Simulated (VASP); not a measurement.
A run of VASP 6.6.1:

File INCAR:

```
SYSTEM = TaAl3
  PREC = Accurate
  ENCUT = 520
  EDIFF = 1E-6
  ISMEAR = 1
  SIGMA = 0.1
  LREAL = .FALSE.
  LASPH = .TRUE.
  NELM = 60
  ALGO = Normal
  ISIF = 2
  LWAVE = .FALSE.
  LCHARG = .TRUE.
  GGA = B5
  ALDAX = 1.0
  AGGAX = 1.0
  AGGAC = 1.0
  ALDAC = 0.0
  LELF = .TRUE.
  LVHAR = .TRUE.
  NBANDS = 18
```

The input KPOINTS:

```
Automatic mesh
0
G
  9 9 9
  0 0 0
```

File POSCAR:

```
TaAl3
1.0
   -1.9206000000      1.9206000000      4.2701000000
    1.9206000000     -1.9206000000      4.2701000000
    1.9206000000      1.9206000000     -4.2701000000
Ta Al
1 3
Direct
    0.5000000000      0.5000000000      0.0000000000
    0.0000000000      0.0000000000      0.0000000000
    0.7500000000      0.2500000000      0.5000000000
    0.2500000000      0.7500000000      0.5000000000
```

Potentials or basis: VASP PAW PBE potentials, release 64 (Ta_pv, Al).

Command:

```console
$ cat potpaw_PBE.64/Ta_pv/POTCAR potpaw_PBE.64/Al/POTCAR > POTCAR
$ mpirun -np 1 vasp_std > vasp.out
```

Hardware: 1 thread of Intel(R) Xeon(R) Platinum 8488C (Sapphire Rapids) (shared host).

**Question.** Estimate the wall time of this run.

**Answer.** It took 84 s on 1 thread of Intel(R) Xeon(R) Platinum 8488C (Sapphire Rapids), with other jobs on the host, peak memory 0.28 GiB. Counts: scf iterations 12, k points 75.
